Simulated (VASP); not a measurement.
# C: single point with PBE

Crystal: C.

```
C
1.0
    -2.51802    0.00000    0.00000
    -1.25901   -2.18067    0.00000
    -1.00721    0.00000   16.60918
C
16
Direct
  0.73141 0.00000 0.67148
  0.93141 0.00000 0.17148
  0.63141 0.00000 0.92148
  0.83141 0.00000 0.42148
  0.66859 0.00000 0.82852
  0.86859 0.00000 0.32852
  0.96859 0.00000 0.07852
  0.76859 0.00000 0.57852
  0.05223 0.33333 0.70276
  0.25223 0.33333 0.20276
  0.28556 0.66667 0.95276
  0.48556 0.66667 0.45276
  0.01444 0.33333 0.79724
  0.21444 0.33333 0.29724
  0.64777 0.66667 0.04724
  0.44777 0.66667 0.54724
```

This cell differs from its parent crystal: the part above a cut slid along it.

```yaml
Program: VASP 6.6.1
Task: single point
Functional: PBE
Potentials_or_basis: VASP PAW PBE potentials, release 64 (C)
Cutoff: 520 eV
k_mesh: 10 × 10 × 2
Occupations: gaussian, width 0.05 eV
Spin: no spin polarisation
Dipole_correction: no
Further_INCAR_settings: LREAL = Auto; ALGO = Normal; EDIFF = 1e-07; NBANDS = 46
```

- Pressure: 2.3 GPa
- Largest force: 4.819 eV/Å
- Band gap on the k mesh: 1.05 eV (least direct gap 2.63 eV)

Forces in eV/Å, atoms in the order of the input:
```
C   -0.005 -0.003  0.008
C    0.454 -0.225  0.360
C   -0.133 -0.516 -0.068
C   -0.002  0.001 -0.002
C   -0.454 -0.225 -0.360
C    0.005 -0.003 -0.008
C    0.133 -0.516  0.068
C    0.002  0.001  0.002
C   -0.047 -0.009 -0.023
C    0.003  0.001 -0.016
C   -4.256  0.751 -2.133
C    0.002  0.001  0.007
C   -0.003  0.001  0.016
C    0.047 -0.009  0.023
C    4.256  0.751  2.133
C   -0.002  0.001 -0.007
```

Stress tensor (GPa, compression positive):
```
-5.92  0.00 17.89
 0.00  2.23  0.00
17.89  0.00 10.62
```

Levels at points of the mesh, in eV from the valence-band top:
```csv
k point,band 28,band 29,band 30,band 31,band 32,band 33,band 34,band 35,band 36,band 37
"(0.00, 0.00, 0.00)",-0.80,-0.58,-0.41,-0.33,0.00,4.81,5.16,5.28,5.32,5.70
"(0.50, 0.00, 0.00)",-4.34,-4.22,-3.81,-3.33,-1.58,1.05,4.44,4.71,4.92,5.61
"(0.00, 0.50, 0.00)",-4.62,-4.44,-3.55,-3.39,-3.17,3.44,4.47,4.72,5.13,5.42
"(0.00, 0.00, 0.50)",-0.89,-0.65,-0.47,-0.38,-0.30,5.01,5.09,5.25,5.46,5.75
"(0.50, 0.00, 0.50)",-4.42,-4.24,-3.74,-3.35,-1.60,1.06,4.47,4.62,5.09,5.36
"(0.00, 0.50, 0.50)",-4.22,-4.04,-3.89,-3.26,-3.26,3.45,4.45,4.74,5.16,5.65
```

It took 3.4 min on 1 thread of Intel(R) Xeon(R) 6975P-C (Granite Rapids), on a shared host, peak memory 0.3 GiB.

Caveat: the cell differs from its parent crystal (the part above a cut slid along it); the stress differs along the axes, from -6 to 11 GPa; forces of over 1 eV/Å act on the atoms, so gaps and moduli don't describe the material at rest. A k mesh can miss the band edges.
